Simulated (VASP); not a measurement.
# MoS2 in VASP: notebook

The runs below take MoS2 through relaxation of the atoms, single point, with PBE+D3(BJ).

Program: VASP 6.6.1. These are calculated values, not measurements. Logs are shortened: lines on timing, memory, paths and dates and some standing lists are left out, and cuts for length are marked.

### 1 The cell of the first run

The cell holds a slab with vacuum, 3 atoms: a = 3.154 Å, b = 3.154 Å, c = 23.135 Å, α = 90.00°, β = 90.00°, γ = 120.00°.

### 2 Relaxation of the atoms, PBE+D3(BJ)

INCAR reads:

```
PREC     = Accurate       # precision mode
ENCUT    = 520            # plane-wave cutoff, eV
EDIFF    = 1E-6           # SCF threshold, eV
ISMEAR   = 0              # smearing method
SIGMA    = 0.05           # smearing width, eV
LREAL    = F              # projectors in reciprocal space
LASPH    = T              # aspherical terms in the spheres
NELM     = 60             # most SCF steps
ALGO     = Normal         # electronic algorithm
ISIF     = 2              # what is computed and relaxed
LWAVE    = F              # write WAVECAR
LCHARG   = F              # write CHGCAR
LDIPOL   = T            
IDIPOL   = 3            
DIPOL    = 0.5 0.5 0.500
GGA      = PE             # functional
IVDW     = 12             # dispersion correction
IBRION   = 2              # ionic algorithm
NSW      = 60             # ionic steps
EDIFFG   = -0.04          # ionic threshold
```

KPOINTS reads:

```
Automatic mesh
0
Gamma
  9 9 1
```

POSCAR reads:

```
MoS2
1.0
    3.1539428618      0.0000000029      0.0000000000
   -1.5769714334      2.7313946390      0.0000000000
    0.0000000000      0.0000000000     23.1348385593
S Mo
2 1
Direct
    0.3333333333      0.6666666667      0.4322485318
    0.3333333333      0.6666666667      0.5677514682
    0.6666666667      0.3333333333      0.5000001455
```

Potentials or basis: VASP PAW PBE potentials, release 64 (S, Mo_sv).

Run with:

```sh
> cat potpaw_PBE.64/S/POTCAR potpaw_PBE.64/Mo_sv/POTCAR > POTCAR
> mpirun -np 1 vasp_std > vasp.out
```

OUTCAR:

```text
PREC = Accurate
   ENCUT = 520
   EDIFF = 1E-6
   ISMEAR = 0
   LREAL = F
   LASPH = T
   NELM = 60
   ISIF = 2
   GGA = PE
   IVDW = 12
   IBRION = 2
   NSW = 60
   EDIFFG = -0.04
 IVDW          = 12

 ion  position               nearest neighbor table
   1  0.333  0.667  0.432-   3 2.40   3 2.40   3 2.40
   2  0.333  0.667  0.568-   3 2.40   3 2.40   3 2.40
   3  0.667  0.333  0.500-   2 2.40   2 2.40   2 2.40   1 2.40   1 2.40   1 2.40

  LATTYP: Found a hexagonal cell.
 ALAT       =     3.1539428618
 C/A-ratio  =     7.3352116931

  Lattice vectors:

 A1 = (   3.1539428618,   0.0000000029,   0.0000000000)
 A2 = (  -1.5769714334,   2.7313946390,   0.0000000000)
 A3 = (   0.0000000000,   0.0000000000,  23.1348385593)

Analysis of symmetry for initial positions (statically):
=====================================================================
 Subroutine PRICEL returns:
 Original cell was already a primitive cell.

 Routine SETGRP: Setting up the symmetry group for a
 hexagonal supercell.

 Subroutine GETGRP returns: Found 12 space group operations
 (whereof 12 operations were pure point group operations)
 out of a pool of 24 trial point group operations.

The static configuration has the point symmetry D_3h.

Analysis of symmetry for dynamics (positions and initial velocities):
=====================================================================
 Subroutine PRICEL returns:
 Original cell was already a primitive cell.

 Routine SETGRP: Setting up the symmetry group for a
 hexagonal supercell.

 Subroutine GETGRP returns: Found 12 space group operations
 (whereof 12 operations were pure point group operations)
 out of a pool of 24 trial point group operations.

The dynamic configuration has the point symmetry D_3h.

 Subroutine INISYM returns: Found 12 space group operations
 (whereof 12 operations are pure point group operations),
 and found     1 'primitive' translations

----------------------------------------------------------------------------------------

                                     Primitive cell

  volume of cell :     199.2988

  direct lattice vectors                    reciprocal lattice vectors
     3.153942862  0.000000003  0.000000000     0.317063448  0.183056668  0.000000000
    -1.576971433  2.731394639  0.000000000    -0.000000000  0.366113335  0.000000000
     0.000000000  0.000000000 23.134838559     0.000000000  0.000000000  0.043224853

  length of vectors
     3.153942862  3.153942862 23.134838559     0.366113335  0.366113335  0.043224853

  position of ions in fractional coordinates (direct lattice)
     0.333333333  0.666666667  0.432248532
     0.333333333  0.666666667  0.567751468
     0.666666667  0.333333333  0.500000146

  ion indices of the primitive-cell ions
   primitive index   ion index
                 1           1
                 2           2
                 3           3

----------------------------------------------------------------------------------------

 KPOINTS: Automatic mesh

Automatic generation of k-mesh.
 Grid dimensions read from file:
 generate k-points for:    9    9    1

 Generating k-lattice:

  Cartesian coordinates                     Fractional coordinates (reciprocal lattice)
     0.035229272  0.020339630  0.000000000     0.111111111  0.000000000  0.000000000
    -0.000000000  0.040679259  0.000000000    -0.000000000  0.111111111  0.000000000
     0.000000000  0.000000000  0.043224853     0.000000000  0.000000000  1.000000000

  Length of vectors
     0.040679259  0.040679259  0.043224853

  Shift w.r.t. Gamma in fractional coordinates (k-lattice)
     0.000000000  0.000000000  0.000000000

 Subroutine IBZKPT returns following result:
 ===========================================

 Found     12 irreducible k-points:

 Following reciprocal coordinates:
            Coordinates               Weight
  0.000000  0.000000  0.000000      1.000000
  0.111111  0.000000  0.000000      6.000000
  0.222222  0.000000  0.000000      6.000000
  0.333333  0.000000  0.000000      6.000000
  0.444444  0.000000  0.000000      6.000000
  0.111111  0.111111  0.000000      6.000000
  0.222222  0.111111  0.000000     12.000000
  0.333333  0.111111  0.000000     12.000000
  0.444444  0.111111  0.000000      6.000000
  0.222222  0.222222  0.000000      6.000000
  0.333333  0.222222  0.000000     12.000000
  0.333333  0.333333  0.000000      2.000000
   k-points           NKPTS =     12   k-points in BZ     NKDIM =     12   number of bands    NBANDS=     17
   number of dos      NEDOS =    301   number of ions     NIONS =      3
   total plane-waves  NPLWV = 103680
   dimension x,y,z NGX =    24 NGY =   24 NGZ =  180
   dimension x,y,z NGXF=    48 NGYF=   48 NGZF=  360
   ions per type =               2   1
   NGX,Y,Z   is equivalent  to a cutoff of  12.65, 12.65, 12.93 a.u.
   NGXF,Y,Z  is equivalent  to a cutoff of  25.30, 25.30, 25.87 a.u.
 SYSTEM =  unknown system
   PREC   = accura    normal or accurate (medium, high low for compatibility)
   ISTART =      0    job   : 0-new  1-cont  2-samecut
   ICHARG =      2    charge: 1-file 2-atom 10-const
   ISPIN  =      1    spin polarized calculation?
   LNONCOLLINEAR =      F non collinear calculations
   LSORBIT =      F    spin-orbit coupling
   LASPH  =      T    aspherical Exc in radial PAW
   ENCUT  =  520.0 eV  38.22 Ry    6.18 a.u.   5.86  5.86 43.02*2*pi/ulx,y,z
   NELM   =     60;   NELMIN=  2; NELMDL= -5     # of ELM steps
   EDIFF  = 0.1E-05   stopping-criterion for ELM
   LREAL  =      F    real-space projection
   EDIFFG = -.4E-01   stopping-criterion for IOM
   NSW    =     60    number of steps for IOM
   IBRION =      2    ionic relax: 0-MD 1-quasi-New 2-CG
   NFREE  =      1    steps in history (QN), initial steepest desc. (CG)
   ISIF   =      2    stress and relaxation
   ISYM   =      2    0-nonsym 1-usesym 2-fastsym
   POTIM  = 0.5000    time-step for ionic-motion
   TEBEG  =    0.0;   TEEND  =   0.0 temperature during run
   PSTRESS=    0.0 pullay stress
   NELECT =      26.0000    total number of electrons
   NUPDOWN=      -1.0000    fix difference up-down
   EMIN   =  10.00;   EMAX   =-10.00  energy-range for DOS
   EFERMI =   0.00;   METHOD = LEGACY
   ISMEAR =     0;   SIGMA  =   0.05  broadening in eV -4-tet -1-fermi 0-gaus
   EFERMI_NEDOS =   21; number of points for ismear=-14 and -15
   IALGO  =     38    algorithm
   IMIX   =      4    mixing-type and parameters
     AMIX     =   0.40;   BMIX     =  1.00
     AMIX_MAG =   1.60;   BMIX_MAG =  1.00
  volume/ion in A,a.u.               =      66.43       448.31
  Fermi-wavevector in a.u.,A,eV,Ry     =   0.830292  1.569025  9.379657  0.689385
  Thomas-Fermi vector in A             =   1.942985
   LORBIT       =      0    0 simple, 1 ext, 2 COOP (PROOUT), +10 PAW based schemes
   GGA     = PE    functional components
   LHFCALC =     F    Hartree Fock is set to
   AEXX    =    0.0000 exact exchange contribution
   IVDW    =    12    specifies the selected vdW correction
   LEPSILON=     F    determine dielectric tensor
   LRPA    =     F    only Hartree local field effects (RPA)
 conjugate gradient relaxation of ions
 non-spin polarized calculation
 Gauss-broadening in eV      SIGMA  =   0.05
  energy-cutoff  :      520.00
  volume of cell :      199.30
 maximum number of plane-waves:      5394
 NGX is ok and might be reduce to    24
   NGX = 11   NGY = 11   NGZ = 87

 number of electron      25.9999998 magnetization

 dipolmoment           0.000000      0.000000     -0.000039 electrons x Angstroem

 Free energy of the ion-electron system (eV)
  ---------------------------------------------------
  ext. energy  EPLUGINS =         0.00000000
  ---------------------------------------------------
  free energy    TOTEN  =       -21.84375953 eV

  energy without entropy =      -21.84375953  energy(sigma->0) =      -21.84375953

 E-fermi :  -2.0991     XC(G=0):  -3.3491

 val. band max:       -2.4746572688   @ k =   0.3333   0.3333   0.0000
 cond. band min:      -0.6934077405   @ k =   0.3333   0.3333   0.0000
 fundamental gap:      1.7812495283
 Fermi energy:        -2.0991360383

 k-point     1 :       0.0000    0.0000    0.0000
  band No.  band energies     occupation
      1     -63.3096      2.00000
      2     -37.4695      2.00000
      3     -37.2311      2.00000
      4     -37.2311      2.00000
      5     -16.6362      2.00000
      6     -15.3340      2.00000
[... 9 lines left out ...]
     16       0.5980      0.00000
     17       0.5980      0.00000

 k-point     2 :       0.1111    0.0000    0.0000
  band No.  band energies     occupation
      1     -63.3047      2.00000
      2     -37.4599      2.00000
      3     -37.2799      2.00000
      4     -37.2422      2.00000
      5     -16.4490      2.00000
      6     -15.2557      2.00000
[... 9 lines left out ...]
     16       0.3968      0.00000
     17       0.6710      0.00000

 k-point     3 :       0.2222    0.0000    0.0000
  band No.  band energies     occupation
      1     -63.2922      2.00000
      2     -37.4356      2.00000
      3     -37.4018      2.00000
      4     -37.2701      2.00000
      5     -15.9394      2.00000
      6     -15.0434      2.00000
[... 9 lines left out ...]
     16       0.3562      0.00000
     17       1.2553      0.00000

 k-point     4 :       0.3333    0.0000    0.0000
  band No.  band energies     occupation
      1     -63.2780      2.00000
      2     -37.5377      2.00000
      3     -37.4078      2.00000
      4     -37.3017      2.00000
      5     -15.2719      2.00000
      6     -14.7717      2.00000
[... 9 lines left out ...]
     16       0.9888      0.00000
     17       1.6904      0.00000
[... 103 lines left out ...]
      1     -63.2717      2.00000
      2     -37.5452      2.00000
      3     -37.3956      2.00000
      4     -37.3689      2.00000
      5     -14.9497      2.00000
      6     -14.6247      2.00000
[... 9 lines left out ...]
     16       0.5664      0.00000
     17       2.1030      0.00000

 k-point    11 :       0.3333    0.2222    0.0000
  band No.  band energies     occupation
      1     -63.2646      2.00000
      2     -37.5767      2.00000
      3     -37.4209      2.00000
      4     -37.3816      2.00000
      5     -14.5388      2.00000
      6     -14.4455      2.00000
[... 9 lines left out ...]
     16       0.7422      0.00000
     17       2.2680      0.00000

 k-point    12 :       0.3333    0.3333    0.0000
  band No.  band energies     occupation
      1     -63.2621      2.00000
      2     -37.5364      2.00000
      3     -37.4909      2.00000
      4     -37.3768      2.00000
      5     -14.3944      2.00000
      6     -14.3705      2.00000
[... 9 lines left out ...]
     16       1.1488      0.00000
     17       2.5465      0.00000

------------------------ aborting loop because EDIFF is reached ----------------------------------------

 vacuum level on the upper side and lower side of the slab       (xc-potential included)        -0.012        -0.012

 Edisp (eV)   -0.95795

 E8    (eV) :    -0.4145

  FORCE on cell =-STRESS in cart. coord.  units (eV):
  Direction    XX          YY          ZZ          XY          YZ          ZX
  --------------------------------------------------------------------------------------
  -------------------------------------------------------------------------------------
  Total      -0.03567    -0.03567    -0.06081    -0.00000    -0.00000     0.00000
  in kB      -0.28675    -0.28675    -0.48885    -0.00000    -0.00000     0.00000
  external pressure =       -0.35 kB  Pullay stress =        0.00 kB

 VOLUME and BASIS-vectors are now :
 -----------------------------------------------------------------------------
  energy-cutoff  :      520.00
  volume of cell :      199.30
      direct lattice vectors                 reciprocal lattice vectors
     3.153942862  0.000000003  0.000000000     0.317063448  0.183056668  0.000000000
    -1.576971433  2.731394639  0.000000000    -0.000000000  0.366113335  0.000000000
     0.000000000  0.000000000 23.134838559     0.000000000  0.000000000  0.043224853

 POSITION                                       TOTAL-FORCE (eV/Angst)
 -----------------------------------------------------------------------------------
     -0.00000      1.82093     10.00000        -0.000000      0.000000      0.011110
     -0.00000      1.82093     13.13484         0.000000     -0.000000     -0.011110
      1.57697      0.91046     11.56742         0.000000      0.000000      0.000000
 -----------------------------------------------------------------------------------
    total drift:                               -0.000000      0.000000     -0.011269

  FREE ENERGIE OF THE ION-ELECTRON SYSTEM (eV)
  ---------------------------------------------------
  free  energy   TOTEN  =       -22.8017144615 eV

  energy  without entropy=      -22.8017144615  energy(sigma->0) =      -22.80171446

 reached required accuracy - stopping structural energy minimisation

 vacuum level on the upper side and lower side of the slab         3.342         3.343
```

It took 1.7 min on 1 thread of AMD EPYC 7R13, shared host; peak memory 0.3 GiB.

Results:

| Property | Result |
| --- | --- |
| Free energy | -22.8017 eV |
| Largest force after relaxing | 0.011 eV/Å |
| Band gap on the k mesh | 1.78 eV |
| Dispersion energy per atom | -0.319 eV |

Forces in eV/Å, atoms in the order of the input:
```
S    0.000  0.000  0.011
S    0.000  0.000 -0.011
Mo   0.000  0.000  0.000
```

Final structure:
```yaml
crystal:
  lattice:
    - [3.15394, 0.00000, 0.00000]
    - [-1.57697, 2.73139, 0.00000]
    - [0.00000, 0.00000, 23.13484]
  atoms:
    - { symbol: S, position: [0.33333, 0.66667, 0.43225] }
    - { symbol: S, position: [0.33333, 0.66667, 0.56775] }
    - { symbol: Mo, position: [0.66667, 0.33333, 0.50000] }
```

Levels at points of the mesh, in eV from the valence-band top:
```tsv
k point	band 10	band 11	band 12	band 13	band 14	band 15	band 16	band 17
(0.00, 0.00, 0.00)	-1.86	-1.45	-1.45	-0.09	2.84	2.84	3.07	3.07
```

Caveat: the relaxation stopped at its first step, so nothing moved.

### 3 Single point, PBE+D3(BJ)

INCAR reads:

```
ALGO = Normal ; DIPOL = 0.5 0.5 0.500
EDIFF = 1E-7 ; ENCUT = 520
GGA = PE ; IDIPOL = 3
ISIF = 2 ; ISMEAR = 0
IVDW = 12 ; LASPH = True
LCHARG = False ; LDIPOL = True
LREAL = False ; LWAVE = False
NBANDS = 20 ; NELM = 60
PREC = Accurate ; SIGMA = 0.05
```

KPOINTS reads:

```
k-points
0
Gamma
  9 9 1
```

POSCAR is that of step 2.

Potentials or basis: VASP PAW PBE potentials, release 64 (S, Mo_sv).

Run with:

```sh
> cat potpaw_PBE.64/S/POTCAR potpaw_PBE.64/Mo_sv/POTCAR > POTCAR
> mpirun -np 1 vasp_std > vasp.out
```

Wall time 39 s (1 thread of Intel Xeon 6975P-C (Granite Rapids), shared host); peak memory 0.32 GiB.

It converged, with:

* Free energy: -22.8017 eV
* Largest force: 0.011 eV/Å
* Band gap on the k mesh: 1.78 eV
* Dispersion energy per atom: -0.319 eV

Forces on the atoms (eV/Å):
```
S    0.000  0.000  0.011
S    0.000  0.000 -0.011
Mo   0.000  0.000  0.000
```

Levels at points of the mesh, in eV from the valence-band top:
| k point | band 9 | band 10 | band 11 | band 12 | band 13 | band 14 | band 15 | band 16 | band 17 | band 18 |
| --- | --- | --- | --- | --- | --- | --- | --- | --- | --- | --- |
| (0.00, 0.00, 0.00) | -2.57 | -1.86 | -1.45 | -1.45 | -0.09 | 2.84 | 2.84 | 3.07 | 3.07 | 5.39 |

### 4 Single point, PBE+D3(BJ), collinear spin

This run uses another cell than the first one.

INCAR reads:

```
SYSTEM = MoS2
  PREC = Accurate
  ENCUT = 520
  EDIFF = 1E-6
  ISMEAR = 0
  SIGMA = 0.05
  LREAL = .FALSE.
  LASPH = .TRUE.
  NELM = 150
  ALGO = Normal
  ISIF = 2
  LWAVE = .FALSE.
  LCHARG = .FALSE.
  ISPIN = 2
  MAGMOM = 0 0 1
  LORBIT = 11
  LMAXMIX = 4
  LDIPOL = .TRUE.
  IDIPOL = 3
  DIPOL = 0.5 0.5 0.500
  GGA = PE
  IVDW = 12
  NBANDS = 24
```

KPOINTS reads:

```
regular mesh
0
G
  12 12 1
  0 0 0
```

POSCAR reads:

```
MoS2
1.0
    3.1539428618      0.0000000029      0.0000000000
   -1.5769714334      2.7313946390      0.0000000000
    0.0000000000      0.0000000000     23.0034932494
S Mo
2 1
Direct
    0.3333333333      0.6666666667      0.4318660732
    0.3333333333      0.6666666667      0.5681427041
    0.6666666667      0.3333333333      0.5000045350
```

Run with:

```sh
> cat potpaw_PBE.64/S/POTCAR potpaw_PBE.64/Mo_sv/POTCAR > POTCAR
> mpirun -np 1 vasp_std > vasp.out
```

It took 2.4 min on 1 thread of Intel Xeon 6975P-C (Granite Rapids), shared host; peak memory 0.47 GiB.

The run converged. Its results:

| Property | Result |
| --- | --- |
| Free energy | -22.8020 eV |
| Largest force | 0.011 eV/Å |
| Band gap on the k mesh | 1.78 eV |
| Net moment | 0.00 μB per cell |
| Valence electrons inside the program's atomic spheres | S 3.71; Mo 12.47 |
| Dispersion energy per atom | -0.319 eV |

Forces in eV/Å, atoms in the order of the input:
```
S    0.000  0.000  0.011
S    0.000  0.000 -0.011
Mo   0.000  0.000  0.000
```

Levels at points of the mesh, in eV from the valence-band top:
Spin up:
```tsv
k point	band 9	band 10	band 11	band 12	band 13	band 14	band 15	band 16	band 17	band 18
(0.00, 0.00, 0.00)	-2.57	-1.86	-1.45	-1.45	-0.09	2.84	2.84	3.07	3.07	5.38
(0.50, 0.00, 0.00)	-4.12	-3.15	-1.95	-0.91	-0.65	2.35	2.85	3.92	4.38	6.21
```
Spin down:
| k point | band 10 | band 11 | band 12 | band 13 | band 14 | band 15 | band 16 | band 17 |
| --- | --- | --- | --- | --- | --- | --- | --- | --- |
| (0.00, 0.00, 0.00) | -1.86 | -1.45 | -1.45 | -0.09 | 2.84 | 2.84 | 3.07 | 3.07 |
| (0.50, 0.00, 0.00) | -3.15 | -1.95 | -0.91 | -0.65 | 2.35 | 2.85 | 3.92 | 4.38 |

### 5 Overview

```tsv
task	spin	cell	k mesh	gap on the mesh (eV)	largest force (eV/Å)
relaxation of the atoms	off	atoms relaxed from a = 3.154, b = 3.154, c = 23.135 Å, angles 90.0, 90.0, 120.0°, 3 atoms	9 × 9 × 1	1.78	0.01
single point	off	a = 3.154, b = 3.154, c = 23.135 Å, angles 90.0, 90.0, 120.0°, 3 atoms	9 × 9 × 1	1.78	0.01
single point	collinear	a = 3.154, b = 3.154, c = 23.003 Å, angles 90.0, 90.0, 120.0°, 3 atoms	12 × 12 × 1	1.78	0.01
```

Alike in all rows: level PBE+D3(BJ); potentials or basis VASP PAW PBE potentials, release 64 (S, Mo_sv); cutoff (eV) 520; smearing gaussian 0.05 eV.

Caveats: the relaxation stopped at its first step, so nothing moved (at least some runs).

Absolute energies hang on the potentials; compare differences alone.
